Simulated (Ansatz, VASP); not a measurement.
CoSi2 in VASP and in Ansatz

```
Si Co
1.0
     3.86771    0.00000    0.00000
    -1.93385    3.34953    0.00000
     0.00000    0.00000   28.06444
Si Co
4 2
Direct
  0.76431 0.23569 0.58455
  0.09596 0.90404 0.63244
  0.42939 0.57061 0.68745
  0.76279 0.23721 0.73612
  0.43037 0.56963 0.59987
  0.09607 0.90393 0.71240
```

Alike in both runs: task single point; functional PBE; k mesh 9 × 9 × 1; occupations gaussian, width 0.1 eV; no spin polarisation.

```csv
,VASP,Ansatz
version,VASP 6.6.1,Ansatz 0.2.0
potentials or method,"VASP PAW PBE potentials, release 64 (Si, Co), cutoff 520 eV","scalar-relativistic, plane waves, PAW"
valence electrons in the cell,34,50
```

|  | VASP | Ansatz | Ansatz less VASP |
| --- | --- | --- | --- |
| gap on the k mesh at the Fermi level (eV) | none | none | - |
| rms of the force components (eV/Å) | 0.364 | 0.366 | +0.0014 |

A gap of «none» marks a metal or a gap that the smearing closes. VASP's potentials hold 34 valence electrons a cell and Ansatz's 50, so a difference there can come from the potentials and not from the codes.
